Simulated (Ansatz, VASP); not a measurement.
## LaO6: VASP beside Ansatz

```xyz
7
Lattice="4.6810 0.0000 0.0000 0.0000 4.6810 0.0000 0.0000 0.0000 4.6810" Properties=species:S:1:pos:R:3 pbc="T T T"
La    0.0000    0.0000    0.0000
O     4.0219    2.3405    2.3405
O     0.6591    2.3405    2.3405
O     2.3405    2.3405    4.0219
O     2.3405    2.3405    0.6591
O     2.3405    0.6591    2.3405
O     2.3405    4.0219    2.3405
```

Change from the starting cell: species swapped into the PrB6 type (Pm-3m, No. 221).

Alike in both runs: functional PBE; k mesh 4 × 4 × 4; occupations gaussian, width 0.1 eV; no spin polarisation.

Ansatz relaxed the structure, and its values are those at the end. VASP's run is a single point on that final structure, the one shown.

```csv
,VASP,Ansatz
version,VASP 6.6.1,Ansatz 0.2.0
potentials or method,"VASP PAW PBE potentials, release 64 (La, O), cutoff 520 eV","scalar-relativistic, plane waves, PAW"
valence electrons in the cell,47,47
```

|  | VASP | Ansatz | Ansatz less VASP |
| --- | --- | --- | --- |
| gap on the k mesh at the Fermi level (eV) | none | none | - |
| pressure (GPa) | 0.9 | 0.1 | -0.76 |
| rms of the force components (eV/Å) | 0.275 | 0.003 | -0.2722 |

A gap of «none» marks a metal or a gap that the smearing closes. One of these differences is far larger than is usual between the two programs; its cause wasn't traced.

Spin-orbit coupling is off throughout.
